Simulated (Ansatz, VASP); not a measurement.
LiCl in VASP and in Ansatz

INCAR

```
SYSTEM = LiCl
ALGO = Normal
EDIFF = 1E-6
ENCUT = 750
GGA = PE
GGA_COMPAT = .False.
ISIF = 2
ISMEAR = -1
LASPH = .True.
LCHARG = .True.
LELF = .True.
LREAL = .False.
LVHAR = .True.
LWAVE = .False.
NBANDS = 12
NELM = 120
PREC = Accurate
SIGMA = 0.02
```

Contents of KPOINTS:

```
k-points
0
Gamma
  8 8 8
  0 0 0
```

The input POSCAR:

```
LiCl
1.0
    0.0000000000      2.5647700000      2.5647700000
    2.5647700000      0.0000000000      2.5647700000
    2.5647700000      2.5647700000      0.0000000000
Cl Li
1 1
Direct
    0.5000000000      0.5000000000      0.5000000000
    0.0000000000      0.0000000000      0.0000000000
```

File input.yaml:

```yaml
crystal:
  lattice:
    - [0.0, 2.56477, 2.56477]
    - [2.56477, 0.0, 2.56477]
    - [2.56477, 2.56477, 0.0]
  atoms:
    - { symbol: Cl, position: [0.5, 0.5, 0.5] }
    - { symbol: Li, position: [0.0, 0.0, 0.0] }
kpoints:
  mp_grid: { grid: [8, 8, 8] }
  band_path:
    path:
      - [[0.0, 0.0, 0.0], [0.5, 0.0, 0.5], [0.625, 0.25, 0.625]]
      - [[0.375, 0.375, 0.75], [0.0, 0.0, 0.0], [0.5, 0.5, 0.5], [0.5, 0.25, 0.75], [0.5, 0.0, 0.5]]
    npoints: 10
hamiltonian:
  xc: pbe
scf:
  occupations: { method: fermi_dirac, width: 0.02 }
  n_extra_bands: 4
output:
  forces: true
  stress: true
  eigenvalues: true
```

Alike in both runs: functional PBE; k mesh 8 × 8 × 8; occupations fermi-dirac, width 0.02 eV; no spin polarisation.

|  | VASP | Ansatz |
| --- | --- | --- |
| version | VASP 6.6.1 | Ansatz 0.2.0 |
| potentials or method | VASP PAW PBE potentials, release 64 (Cl, Li_sv) | Ansatz PAW |
| plane-wave cutoff (eV) | 750 | 420 |
| valence electrons in the cell | 10 | 10 |
| task | single point | band structure |

```tsv
	VASP	Ansatz	Ansatz less VASP
gap on the k mesh at the Fermi level (eV)	6.33	6.33	-0.006
least direct gap on the mesh (eV)	6.33	6.33	-0.006
pressure (GPa)	0.3	0.4	+0.08
```

The functional is the same, so the differences come from potentials, cutoffs and numerics.
